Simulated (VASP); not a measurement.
# ScB2 (P6/mmm) in VASP: a series of runs

ScB2 is run at these levels: LDA; tasks: vibrations by perturbation theory.

Everything below comes from runs of VASP 6.6.1. Logs are shortened: lines on timing, memory, paths and dates and some standing lists are left out, and cuts for length are marked.

### Step 1. The cell of the first run

It takes space group P6/mmm (No. 191, hexagonal). The conventional cell has a = 3.080 Å, b = 3.080 Å, c = 3.430 Å, α = 90.00°, β = 90.00°, γ = 120.00°. Within 3.5 Å of Sc (site symmetry 6/mmm) lie 12 B at 2.47 Å and 8 Sc at 3.08 to 3.43 Å. B (site symmetry -6m2) has 3 B at 1.78 Å and 6 Sc at 2.47 Å within 2.5 Å.

### Step 2. Vibrations by perturbation theory, LDA (9.39 Å³/atom)

INCAR reads:

```
SYSTEM = ScB2
ALGO = Normal
EDIFF = 1E-8
ENCUT = 520
GGA = CA
IBRION = 8
ISIF = 2
ISMEAR = -1
LASPH = .True.
LCHARG = .False.
LREAL = .False.
LWAVE = .False.
NBANDS = 16
NELM = 60
NSW = 1
PREC = Accurate
SIGMA = 0.15
```

KPOINTS reads:

```
k-points
0
Gamma
  18 18 12
  0 0 0
```

POSCAR reads:

```
ScB2
1.0
    3.0800593923      0.0000000000      0.0000000000
   -1.5400296961      2.6674096789      0.0000000000
    0.0000000000      0.0000000000      3.4304891085
Sc B
1 2
Direct
    0.0000000000      0.0000000000      0.0000000000
    0.3333333333      0.6666666667      0.5000000000
    0.6666666667      0.3333333333      0.5000000000
```

Potentials or basis: VASP PAW LDA potentials, release 64 (Sc_sv, B).

The run is started by

```bash
cat potpaw_LDA.64/Sc_sv/POTCAR potpaw_LDA.64/B/POTCAR > POTCAR
mpirun -np 1 vasp_std > vasp.out
```

OUTCAR:

```text
SYSTEM = ScB2
   EDIFF = 1E-8
   ENCUT = 520
   GGA = CA
   IBRION = 8
   ISIF = 2
   ISMEAR = -1
   LASPH = .True.
   LREAL = .False.
   NELM = 60
   NSW = 1
   PREC = Accurate

 ion  position               nearest neighbor table
   1  0.000  0.000  0.000-   2 2.47   3 2.47   2 2.47   3 2.47   2 2.47   2 2.47   3 2.47   3 2.47
                             3 2.47   3 2.47   2 2.47   2 2.47
   2  0.333  0.667  0.500-   3 1.78   3 1.78   3 1.78   1 2.47   1 2.47   1 2.47   1 2.47   1 2.47
                             1 2.47
   3  0.667  0.333  0.500-   2 1.78   2 1.78   2 1.78   1 2.47   1 2.47   1 2.47   1 2.47   1 2.47
                             1 2.47

  LATTYP: Found a hexagonal cell.
 ALAT       =     3.0800593923
 C/A-ratio  =     1.1137736880

  Lattice vectors:

 A1 = (   3.0800593923,   0.0000000000,   0.0000000000)
 A2 = (  -1.5400296961,   2.6674096789,   0.0000000000)
 A3 = (   0.0000000000,   0.0000000000,   3.4304891085)

Analysis of symmetry for initial positions (statically):
=====================================================================
 Subroutine PRICEL returns:
 Original cell was already a primitive cell.

 Routine SETGRP: Setting up the symmetry group for a
 hexagonal supercell.

 Subroutine GETGRP returns: Found 24 space group operations
 (whereof 24 operations were pure point group operations)
 out of a pool of 24 trial point group operations.

The static configuration has the point symmetry D_6h.

Analysis of symmetry for dynamics (positions and initial velocities):
=====================================================================
 Subroutine PRICEL returns:
 Original cell was already a primitive cell.

 Routine SETGRP: Setting up the symmetry group for a
 hexagonal supercell.

 Subroutine GETGRP returns: Found 24 space group operations
 (whereof 24 operations were pure point group operations)
 out of a pool of 24 trial point group operations.

[... 637 lines left out ...]
 -----------------------------------------------------------------------------------
      0.00000      0.00000      0.00000         0.000000      0.000000      0.000000
     -0.00000      1.77827      1.71524         0.000000      0.000000      0.000000
      1.54003      0.88914      1.71524        -0.000000      0.000000      0.000000
 -----------------------------------------------------------------------------------
    total drift:                               -0.000000      0.000000     -0.000000

  FREE ENERGIE OF THE ION-ELECTRON SYSTEM (eV)
  ---------------------------------------------------
  free  energy   TOTEN  =       -24.4104486673 eV

  energy  without entropy=      -24.3461914015  energy(sigma->0) =      -24.37832003

[... ionic steps 2 to 3 ...]

--------------------------------------- Ionic step        4  -------------------------------------------

------------------------ aborting loop because EDIFF is reached ----------------------------------------
[... 11 lines left out ...]
[... ionic steps 8 to 8 ...]

--------------------------------------- Ionic step        9  -------------------------------------------

 Free energy of the ion-electron system (eV)
  ---------------------------------------------------
  ---------------------------------------------------
  free energy    TOTEN  =        -0.04505383 eV

  energy without entropy =       -0.04505383

------------------------ aborting loop because EDIFF is reached ----------------------------------------

 INTERNAL STRAIN TENSOR  FOR ION    2  DIRECTION 3   (eV/Angst):
 -----------------------------------------------------------------------------
    -0.00044 -0.00000 -0.00000
    -0.00000 -0.00044  0.00000
     0.00000  0.00000 -0.00199

 INTERNAL STRAIN TENSOR FOR ION    3 for displacements in x,y,z  (eV/Angst):
          X           Y           Z          XY          YZ          ZX
  --------------------------------------------------------------------------------
  x    -0.00000     0.00000     0.00000    -0.13373     0.00000     0.00000
  y    -0.13373     0.13373     0.00000     0.00000     0.00000     0.00000
  z     0.00000     0.00000     0.00000     0.00000    -0.00000     0.00000

 SECOND DERIVATIVES (NOT SYMMETRIZED)
 ------------------------------------
               1X          1Y          1Z          2X          2Y          2Z          3X          3Y          3Z
  1X   -10.708030   -0.000000    0.000000    5.354015    0.000000    0.000000    5.354015    0.000000    0.000000
  1Y    -0.000000  -10.708030    0.000000    0.000000    5.354015    0.000000    0.000000    5.354015    0.000000
  1Z     0.000000    0.000000  -11.629980    0.000000    0.000000    5.814990    0.000000    0.000000    5.814990
  2X     5.369361    0.000000    0.000000  -15.901762   -0.000000    0.000000   10.532401    0.000000    0.000000
  2Y     0.000000    5.369361    0.000000   -0.000000  -15.901762    0.000000    0.000000   10.532401    0.000000
  2Z     0.000000    0.000000    5.816068   -0.000000    0.000000  -11.053813    0.000000    0.000000    5.237745
  3X     5.369361    0.000000    0.000000   10.532401    0.000000    0.000000  -15.901762   -0.000000    0.000000
  3Y     0.000000    5.369361    0.000000    0.000000   10.532401    0.000000   -0.000000  -15.901762    0.000000
  3Z     0.000000    0.000000    5.816068    0.000000    0.000000    5.237745   -0.000000    0.000000  -11.053813

 Eigenvectors and eigenvalues of the dynamical matrix
 ----------------------------------------------------

   1 f  =   24.445592 THz   153.596188 2PiTHz  815.417194 cm-1   101.098802 meV
             X         Y         Z           dx          dy          dz
      0.000000  0.000000  0.000000     0.000000   -0.000000   -0.000000
     -0.000000  1.778273  1.715245    -0.483049   -0.516395    0.000000
      1.540030  0.889137  1.715245     0.483049    0.516395    0.000000
[... 43 lines left out ...]
   9 f/i=    0.008976 THz     0.056400 2PiTHz    0.299420 cm-1     0.037123 meV
             X         Y         Z           dx          dy          dz
      0.000000  0.000000  0.000000     0.111643    0.814494    0.000000
     -0.000000  1.778273  1.715245     0.054670    0.398847    0.000000
      1.540030  0.889137  1.715245     0.054670    0.398847    0.000000

--------------------------------------------------------------------------------------------------------

 ELASTIC MODULI CONTR FROM IONIC RELAXATION (kBar)
 Direction    XX          YY          ZZ          XY          YZ          ZX
 --------------------------------------------------------------------------------
 XX          -0.0769      0.0769      0.0000     -0.0000     -0.0000      0.0000
 YY           0.0769     -0.0769     -0.0000     -0.0000      0.0000      0.0000
 ZZ           0.0000     -0.0000     -0.0000     -0.0000      0.0000      0.0000
 XY          -0.0000     -0.0000     -0.0000     -0.0769     -0.0000      0.0000
 YZ          -0.0000      0.0000      0.0000     -0.0000     -0.0000      0.0000
 ZX           0.0000      0.0000      0.0000      0.0000      0.0000      0.0000
 --------------------------------------------------------------------------------
```

It took 12 min on 1 thread of Intel Xeon 6975P-C (Granite Rapids), shared host; peak memory 1.1 GiB.

Results:

```yaml
Highest_phonon_frequency_at_Γ: 815 cm⁻¹
```

Phonon frequencies in cm⁻¹ (negative: imaginary):
| q point | frequencies |
| --- | --- |
| (0.000, 0.000, 0.000) | 0 0 0 447 447 465 640 815 815 |

Caveat: the cell stands under pressure or tension, which shifts response properties.

### Step 3. Vibrations by perturbation theory, LDA

This run uses another cell than the first one, of 9.45 Å³/atom.

INCAR reads:

```
  PREC = Accurate
  ENCUT = 520
  EDIFF = 1E-8
  ISMEAR = -1
  SIGMA = 0.15
  LREAL = False
  LASPH = True
  NELM = 100
  ALGO = Normal
  ISIF = 2
  LWAVE = False
  LCHARG = True
  GGA = CA
  NBANDS = 16
  IBRION = 8
  NSW = 1
```

KPOINTS reads:

```
Automatic mesh
0
Gamma
  18 18 12
```

POSCAR reads:

```
ScB2
1.0
    3.0858596730      0.0000000000      0.0000000000
   -1.5429298365      2.6724328693      0.0000000000
    0.0000000000      0.0000000000      3.4390306850
Sc B
1 2
Direct
    0.0000000000      0.0000000000      0.0000000000
    0.3333333333      0.6666666667      0.5000000000
    0.6666666667      0.3333333333      0.5000000000
```

Potentials or basis: VASP PAW LDA potentials, release 64 (Sc_sv, B).

The run is started by

```bash
cat potpaw_LDA.64/Sc_sv/POTCAR potpaw_LDA.64/B/POTCAR > POTCAR
mpirun -np 1 vasp_std > vasp.out
```

OUTCAR:

```text
PREC = Accurate
   ENCUT = 520
   EDIFF = 1E-8
   ISMEAR = -1
   LREAL = False
   LASPH = True
   NELM = 100
   ISIF = 2
   GGA = CA
   IBRION = 8
   NSW = 1

 ion  position               nearest neighbor table
   1  0.000  0.000  0.000-   2 2.48   3 2.48   2 2.48   3 2.48   2 2.48   2 2.48   3 2.48   3 2.48
                             3 2.48   3 2.48   2 2.48   2 2.48
   2  0.333  0.667  0.500-   3 1.78   3 1.78   3 1.78   1 2.48   1 2.48   1 2.48   1 2.48   1 2.48
                             1 2.48
   3  0.667  0.333  0.500-   2 1.78   2 1.78   2 1.78   1 2.48   1 2.48   1 2.48   1 2.48   1 2.48
                             1 2.48
[... 739 lines left out ...]
  3Y     0.000000    5.277658    0.000000    0.000000   10.348572    0.000000    0.000000  -15.626230    0.000000
  3Z     0.000000    0.000000    5.682337   -0.000000    0.000000    5.225115    0.000000   -0.000000  -10.907451

 Eigenvectors and eigenvalues of the dynamical matrix
 ----------------------------------------------------

   1 f  =   24.232260 THz   152.255779 2PiTHz  808.301183 cm-1   100.216529 meV
             X         Y         Z           dx          dy          dz
      0.000000  0.000000  0.000000     0.000000    0.000000    0.000000
     -0.000000  1.781622  1.719515    -0.707107    0.000001   -0.000000
      1.542930  0.890811  1.719515     0.707107   -0.000001    0.000000
[... 43 lines left out ...]
   9 f/i=    0.008456 THz     0.053133 2PiTHz    0.282075 cm-1     0.034973 meV
             X         Y         Z           dx          dy          dz
      0.000000  0.000000  0.000000     0.538494   -0.621175   -0.000000
     -0.000000  1.781622  1.719515     0.263712   -0.304202   -0.000000
      1.542930  0.890811  1.719515     0.263712   -0.304202   -0.000000

--------------------------------------------------------------------------------------------------------

 ELASTIC MODULI CONTR FROM IONIC RELAXATION (kBar)
 Direction    XX          YY          ZZ          XY          YZ          ZX
 --------------------------------------------------------------------------------
 XX          -0.2364      0.2364      0.0000     -0.0000      0.0000      0.0000
 YY           0.2364     -0.2364     -0.0000      0.0000     -0.0000      0.0000
 ZZ           0.0000     -0.0000     -0.0000      0.0000     -0.0000      0.0000
 XY          -0.0000      0.0000      0.0000     -0.2364     -0.0000      0.0000
 YZ           0.0000     -0.0000     -0.0000     -0.0000     -0.0000      0.0000
 ZX           0.0000      0.0000      0.0000      0.0000      0.0000      0.0000
 --------------------------------------------------------------------------------
```

Wall time 9.6 min (1 thread of Intel Xeon 6975P-C (Granite Rapids), shared host); peak memory 1.1 GiB.

What came out:

```yaml
Highest_phonon_frequency_at_Γ: 808 cm⁻¹
```

Phonon frequencies in cm⁻¹ (negative: imaginary):
```tsv
q point	frequencies
(0.000, 0.000, 0.000)	0 0 0 443 443 460 637 808 808
```

Caveat: the cell stands under pressure or tension, which shifts response properties.
